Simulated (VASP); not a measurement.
# CsH (I4/mmm) in VASP: notebook

Runs on CsH. Level: r2SCAN. Tasks: single point.

Program: VASP 6.6.1. These are calculated values, not measurements. Logs are shortened: lines on timing, memory, paths and dates and some standing lists are left out, and cuts for length are marked.

**1. The cell of the first run**

It takes space group I4/mmm (No. 139, tetragonal). Conventional cell: a = 3.939 Å, b = 3.939 Å, c = 8.355 Å, α = 90.00°, β = 90.00°, γ = 90.00°. Cs (site symmetry 4/mmm) has 4 H at 2.78 Å within 3.7 Å. H (site symmetry 4/mmm) has 4 Cs at 2.78 Å within 3.7 Å.

**2. Single point, r2SCAN**

File POSCAR:

```
CsH
1.0
    0.0000000000      2.7849745216      4.1774617824
    2.7849745216      0.0000000000      4.1774617824
    2.7849745216      2.7849745216      0.0000000000
Cs H
1 1
Direct
    0.0000000000      0.0000000000      0.0000000000
    0.5000000000      0.5000000000      0.5000000000
```

File INCAR.step1:

```
PREC     = Accurate       # precision mode
ENCUT    = 520            # plane-wave cutoff, eV
ISMEAR   = 0              # smearing method
SIGMA    = 0.05           # smearing width, eV
LREAL    = False          # projectors in reciprocal space
LASPH    = True           # aspherical terms in the spheres
NELM     = 100            # most SCF steps
NBANDS   = 12             # bands
GGA      = PE             # functional
ALGO     = Normal         # electronic algorithm
EDIFF    = 1E-4           # SCF threshold, eV
LWAVE    = True           # write WAVECAR
LCHARG   = False          # write CHGCAR
```

File INCAR.step2:

```
PREC     = Accurate       # precision mode
ENCUT    = 520            # plane-wave cutoff, eV
EDIFF    = 1E-7           # SCF threshold, eV
ISMEAR   = 0              # smearing method
SIGMA    = 0.05           # smearing width, eV
LREAL    = False          # projectors in reciprocal space
LASPH    = True           # aspherical terms in the spheres
NELM     = 100            # most SCF steps
ALGO     = Normal         # electronic algorithm
ISIF     = 2              # what is computed and relaxed
LWAVE    = False          # write WAVECAR
LCHARG   = False          # write CHGCAR
METAGGA  = R2SCAN         # meta-GGA
LMIXTAU  = True         
NBANDS   = 12             # bands
ISTART   = 1
```

File KPOINTS:

```
Automatic mesh
0
Gamma
  8 8 8
```

Potentials or basis: VASP PAW PBE potentials, release 64 (Cs_sv, H).

The run is started by

```bash
$ cat potpaw_PBE.64/Cs_sv/POTCAR potpaw_PBE.64/H/POTCAR > POTCAR
$ cp INCAR.step1 INCAR
$ mpirun -np 1 vasp_std > vasp.out
$ cp INCAR.step2 INCAR
$ mpirun -np 1 vasp_std > vasp.out
```

OUTCAR:

```text
PREC = Accurate
   ENCUT = 520
   EDIFF = 1E-7
   ISMEAR = 0
   LREAL = False
   LASPH = True
   NELM = 100
   ISIF = 2
   METAGGA = R2SCAN
   ISTART = 1

 ion  position               nearest neighbor table
   1  0.000  0.000  0.000-
   2  0.500  0.500  0.500-

  LATTYP: Found a body centered tetragonal cell.
 ALAT       =     3.9385487393
 C/A-ratio  =     2.1213203436

  Lattice vectors:

 A1 = (  -2.7849745216,   0.0000000000,   4.1774617824)
 A2 = (   2.7849745216,   0.0000000000,   4.1774617824)
 A3 = (   0.0000000000,   2.7849745216,  -4.1774617824)

Analysis of symmetry for initial positions (statically):
=====================================================================
 Subroutine PRICEL returns:
 Original cell was already a primitive cell.

 Routine SETGRP: Setting up the symmetry group for a
 body centered tetragonal supercell.

 Subroutine GETGRP returns: Found 16 space group operations
 (whereof 16 operations were pure point group operations)
 out of a pool of 16 trial point group operations.

The static configuration has the point symmetry D_4h.

Analysis of symmetry for dynamics (positions and initial velocities):
=====================================================================
 Subroutine PRICEL returns:
 Original cell was already a primitive cell.

 Routine SETGRP: Setting up the symmetry group for a
 body centered tetragonal supercell.

 Subroutine GETGRP returns: Found 16 space group operations
 (whereof 16 operations were pure point group operations)
 out of a pool of 16 trial point group operations.

The dynamic configuration has the point symmetry D_4h.

 Subroutine INISYM returns: Found 16 space group operations
 (whereof 16 operations are pure point group operations),
 and found     1 'primitive' translations

----------------------------------------------------------------------------------------

                                     Primitive cell

  volume of cell :      64.8015

  direct lattice vectors                    reciprocal lattice vectors
     0.000000000  2.784974522  4.177461782    -0.179534856  0.179534856  0.119689904
     2.784974522  0.000000000  4.177461782     0.179534856 -0.179534856  0.119689904
     2.784974522  2.784974522  0.000000000     0.179534856  0.179534856 -0.119689904

  length of vectors
     5.020684219  5.020684219  3.938548739     0.280697706  0.280697706  0.280697706

[... 89 lines left out ...]
   TEBEG  =    0.0;   TEEND  =   0.0 temperature during run
   PSTRESS=    0.0 pullay stress
   NELECT =      10.0000    total number of electrons
   NUPDOWN=      -1.0000    fix difference up-down
   EMIN   =  10.00;   EMAX   =-10.00  energy-range for DOS
   EFERMI =   0.00;   METHOD = LEGACY
   ISMEAR =     0;   SIGMA  =   0.05  broadening in eV -4-tet -1-fermi 0-gaus
   EFERMI_NEDOS =   21; number of points for ismear=-14 and -15
   IALGO  =     38    algorithm
   IMIX   =      4    mixing-type and parameters
     AMIX     =   0.40;   BMIX     =  1.00
     AMIX_MAG =   1.60;   BMIX_MAG =  1.00
  volume/ion in A,a.u.               =      32.40       218.65
  Fermi-wavevector in a.u.,A,eV,Ry     =   0.878105  1.659378 10.491026  0.771069
  Thomas-Fermi vector in A             =   1.998146
   LORBIT       =      0    0 simple, 1 ext, 2 COOP (PROOUT), +10 PAW based schemes
   METAGGA = R2SCAN    functional components
   LHFCALC =     F    Hartree Fock is set to
   AEXX    =    0.0000 exact exchange contribution
   IVDW    =     0    specifies the selected vdW correction
   LEPSILON=     F    determine dielectric tensor
   LRPA    =     F    only Hartree local field effects (RPA)
 non-spin polarized calculation
 Gauss-broadening in eV      SIGMA  =   0.05
  energy-cutoff  :      520.00
  volume of cell :       64.80
 maximum number of plane-waves:      1775
 NGX is ok and might be reduce to    40

 number of electron      10.0000000 magnetization

 Free energy of the ion-electron system (eV)
  ---------------------------------------------------
  ext. energy  EPLUGINS =         0.00000000
  ---------------------------------------------------
  free energy    TOTEN  =       -28.59423352 eV

  energy without entropy =      -28.59423352  energy(sigma->0) =      -28.59423352

 E-fermi :   0.7870     XC(G=0):  -7.3750

 val. band max:        0.5209317557   @ k =   0.5000   0.0000   0.0000
 cond. band min:       2.5676888481   @ k =   0.5000   0.0000   0.0000
 fundamental gap:      2.0467570924
 Fermi energy:         0.7869758403

 k-point     1 :       0.0000    0.0000    0.0000
  band No.  band energies     occupation
      1     -21.9826      2.00000
      2      -8.4844      2.00000
      3      -7.7501      2.00000
      4      -7.7501      2.00000
      5      -1.6364      2.00000
      6       3.1035      0.00000
      7       4.8219      0.00000
      8       7.0253      0.00000
      9       7.0253      0.00000
     10       8.2678      0.00000
     11       9.9798      0.00000
     12      10.0071      0.00000
[... 331 lines left out ...]
 k-point    24 :       0.3750   -0.0000    0.1250
  band No.  band energies     occupation
      1     -21.8491      2.00000
      2      -8.9285      2.00000
      3      -8.4663      2.00000
      4      -7.8442      2.00000
      5      -0.0705      2.00000
      6       3.1918      0.00000
      7       5.0566      0.00000
      8       5.3886      0.00000
      9       7.1148      0.00000
     10       7.6418      0.00000
     11       9.6417      0.00000
     12      11.0771      0.00000

 [... further k-points ...]

------------------------ aborting loop because EDIFF is reached ----------------------------------------

  FORCE on cell =-STRESS in cart. coord.  units (eV):
  Direction    XX          YY          ZZ          XY          YZ          ZX
  --------------------------------------------------------------------------------------
  -------------------------------------------------------------------------------------
  Total        2.3037059      2.3037059     -0.5051184      0.0000000      0.0000000      0.0000000
  in kB       56.9577318     56.9577318    -12.4887466      0.0000000      0.0000000      0.0000000
  external PRESSURE =      33.8089057 kB  Pullay stress =       0.0000000 kB

 VOLUME and BASIS-vectors are now :
 -----------------------------------------------------------------------------
  energy-cutoff  :      520.00
  volume of cell :       64.80
      direct lattice vectors                 reciprocal lattice vectors
     0.000000000  2.784974522  4.177461782    -0.179534856  0.179534856  0.119689904
     2.784974522  0.000000000  4.177461782     0.179534856 -0.179534856  0.119689904
     2.784974522  2.784974522  0.000000000     0.179534856  0.179534856 -0.119689904

 POSITION                                       TOTAL-FORCE (eV/Angst)
 -----------------------------------------------------------------------------------
      0.00000      0.00000      0.00000         0.000000      0.000000     -0.000000
      2.78497      2.78497      4.17746         0.000000      0.000000      0.000000
 -----------------------------------------------------------------------------------
    total drift:                                0.000000     -0.000000     -0.000000

  FREE ENERGIE OF THE ION-ELECTRON SYSTEM (eV)
  ---------------------------------------------------
  free  energy   TOTEN  =       -28.5942335243 eV

  energy  without entropy=      -28.5942335243  energy(sigma->0) =      -28.59423352
```

OUTCAR.step1:

```text
PREC = Accurate
   ENCUT = 520
   ISMEAR = 0
   LREAL = False
   LASPH = True
[... 583 lines left out ...]
      0.00000      0.00000      0.00000        -0.000000      0.000000      0.000000
      2.78497      2.78497      4.17746         0.000000      0.000000     -0.000000
 -----------------------------------------------------------------------------------
    total drift:                                0.000000     -0.000000     -0.000000

  FREE ENERGIE OF THE ION-ELECTRON SYSTEM (eV)
  ---------------------------------------------------
  free  energy   TOTEN  =        -4.1953324744 eV

  energy  without entropy=       -4.1953324744  energy(sigma->0) =       -4.19533247
```

Wall time 1.8 min (1 thread of AMD EPYC 9R45 (Zen 5), shared host); peak memory 0.21 GiB.

Results:

```yaml
Free_energy: -28.5942 eV
Pressure: 3.4 GPa
Band_gap_on_the_k_mesh: 2.05 eV, direct
```

Stress tensor (GPa, compression positive):
```
 5.70  0.00  0.00
 0.00  5.70  0.00
 0.00  0.00 -1.25
```

Caveat: the PAW data sets were made with another functional, which shifts forces and pressure a little; spin-orbit coupling is left out, which moves the levels of the heavy elements.

**3. Single point, r2SCAN**

This run uses another cell than the first one, of the same volume but with other edges.

File POSCAR:

```
CsH
1.0
    0.0000000000      3.2316766603      3.1024095939
    3.2316766603      0.0000000000      3.1024095939
    3.2316766603      3.2316766603      0.0000000000
Cs H
1 1
Direct
    0.0000000000      0.0000000000      0.0000000000
    0.5000000000      0.5000000000      0.5000000000
```

File INCAR.step1:

```
  ALGO = Normal
  EDIFF = 1E-4
  ENCUT = 520
  GGA = PE
  ISMEAR = 0
  LASPH = True
  LCHARG = False
  LREAL = False
  LWAVE = True
  NBANDS = 12
  NELM = 100
  PREC = Accurate
  SIGMA = 0.05
```

File INCAR.step2:

```
  ALGO = Normal
  EDIFF = 1E-7
  ENCUT = 520
  ISIF = 2
  ISMEAR = 0
  ISTART = 1
  LASPH = True
  LCHARG = False
  LMIXTAU = True
  LREAL = False
  LWAVE = False
  METAGGA = R2SCAN
  NBANDS = 12
  NELM = 100
  PREC = Accurate
  SIGMA = 0.05
```

File KPOINTS:

```
k-points
0
Gamma
  8 8 8
```

Potentials or basis: VASP PAW PBE potentials, release 64 (Cs_sv, H).

The run is started by

```bash
$ cat potpaw_PBE.64/Cs_sv/POTCAR potpaw_PBE.64/H/POTCAR > POTCAR
$ cp INCAR.step1 INCAR
$ mpirun -np 1 vasp_std > vasp.out
$ cp INCAR.step2 INCAR
$ mpirun -np 1 vasp_std > vasp.out
```

OUTCAR:

```text
EDIFF = 1E-7
   ENCUT = 520
   ISIF = 2
   ISMEAR = 0
   ISTART = 1
   LASPH = True
   LREAL = False
   METAGGA = R2SCAN
   NELM = 100
   PREC = Accurate

 ion  position               nearest neighbor table
   1  0.000  0.000  0.000-
   2  0.500  0.500  0.500-

  LATTYP: Found a body centered tetragonal cell.
 ALAT       =     4.5702809622
 C/A-ratio  =     1.3576450199

  Lattice vectors:

 A1 = (   0.0000000000,  -3.2316766603,  -3.1024095939)
 A2 = (   0.0000000000,   3.2316766603,  -3.1024095939)
 A3 = (   3.2316766603,   0.0000000000,   3.1024095939)

Analysis of symmetry for initial positions (statically):
=====================================================================
 Subroutine PRICEL returns:
 Original cell was already a primitive cell.

 Routine SETGRP: Setting up the symmetry group for a
 body centered tetragonal supercell.

 Subroutine GETGRP returns: Found 16 space group operations
 (whereof 16 operations were pure point group operations)
 out of a pool of 16 trial point group operations.

The static configuration has the point symmetry D_4h.

[... 165 lines left out ...]
 fundamental gap:      2.6542889911
 Fermi energy:         0.1714199822

 k-point     1 :       0.0000    0.0000    0.0000
  band No.  band energies     occupation
      1     -22.1826      2.00000
      2      -8.2832      2.00000
      3      -8.2832      2.00000
      4      -8.2381      2.00000
      5      -1.7615      2.00000
      6       5.5228      0.00000
      7       5.5228      0.00000
      8       5.7101      0.00000
      9       6.1150      0.00000
     10       7.2539      0.00000
     11       7.8474      0.00000
     12       9.1328      0.00000
[... 331 lines left out ...]
 k-point    24 :       0.3750    0.0000    0.1250
  band No.  band energies     occupation
      1     -22.1163      2.00000
      2      -8.8962      2.00000
      3      -8.4079      2.00000
      4      -8.3560      2.00000
      5      -0.6429      2.00000
      6       3.4067      0.00000
      7       4.8907      0.00000
      8       5.7721      0.00000
      9       6.9180      0.00000
     10       7.7366      0.00000
     11       8.4009      0.00000
     12      11.5429      0.00000

 [... further k-points ...]
[... 5 lines left out ...]
  --------------------------------------------------------------------------------------
  -------------------------------------------------------------------------------------
  Total       -0.1021794     -0.1021794      0.3033057      0.0000000      0.0000000      0.0000000
  in kB       -2.5263228     -2.5263228      7.4990502      0.0000000      0.0000000      0.0000000
  external PRESSURE =       0.8154682 kB  Pullay stress =       0.0000000 kB

 VOLUME and BASIS-vectors are now :
 -----------------------------------------------------------------------------
  energy-cutoff  :      520.00
  volume of cell :       64.80
      direct lattice vectors                 reciprocal lattice vectors
     0.000000000  3.231676660  3.102409594    -0.154718449  0.154718449  0.161165051
     3.231676660  0.000000000  3.102409594     0.154718449 -0.154718449  0.161165051
     3.231676660  3.231676660  0.000000000     0.154718449  0.154718449 -0.161165051

 POSITION                                       TOTAL-FORCE (eV/Angst)
 -----------------------------------------------------------------------------------
      0.00000      0.00000      0.00000        -0.000000      0.000000      0.000000
      3.23168      3.23168      3.10241         0.000000     -0.000000      0.000000
 -----------------------------------------------------------------------------------
    total drift:                               -0.000000      0.000000      0.000000

  FREE ENERGIE OF THE ION-ELECTRON SYSTEM (eV)
  ---------------------------------------------------
  free  energy   TOTEN  =       -28.9833842798 eV

  energy  without entropy=      -28.9833842798  energy(sigma->0) =      -28.98338428
```

OUTCAR.step1:

```text
EDIFF = 1E-4
   ENCUT = 520
   GGA = PE
   ISMEAR = 0
   LASPH = True
[... 584 lines left out ...]
 -----------------------------------------------------------------------------------
      0.00000      0.00000      0.00000        -0.000000     -0.000000      0.000000
      3.23168      3.23168      3.10241         0.000000      0.000000     -0.000000
 -----------------------------------------------------------------------------------
    total drift:                               -0.000000      0.000000      0.000000

  FREE ENERGIE OF THE ION-ELECTRON SYSTEM (eV)
  ---------------------------------------------------
  free  energy   TOTEN  =        -4.5448122125 eV

  energy  without entropy=       -4.5448122125  energy(sigma->0) =       -4.54481221
```

Wall time 2.1 min (1 thread of AMD EPYC 9R45 (Zen 5), shared host); peak memory 0.21 GiB.

What came out:

```
Free energy            : -28.9834 eV
Pressure               : 0.1 GPa
Band gap on the k mesh : 2.65 eV, direct
```

Levels at points of the mesh, in eV from the valence-band top:
| k point | band 3 | band 4 | band 5 | band 6 | band 7 | band 8 |
| --- | --- | --- | --- | --- | --- | --- |
| (0.00, 0.00, 0.00) | -8.18 | -8.13 | -1.66 | 5.63 | 5.63 | 5.81 |
| (0.50, 0.00, 0.00) | -8.29 | -8.22 | 0.00 | 2.65 | 5.10 | 5.41 |
| (0.50, 0.50, 0.00) | -8.48 | -8.48 | -1.16 | 3.41 | 6.33 | 8.61 |
| (0.50, 0.00, 0.50) | -8.41 | -8.40 | -1.16 | 3.54 | 5.94 | 8.46 |

Caveat: the PAW data sets were made with another functional, which shifts forces and pressure a little; spin-orbit coupling is left out, which moves the levels of the heavy elements.
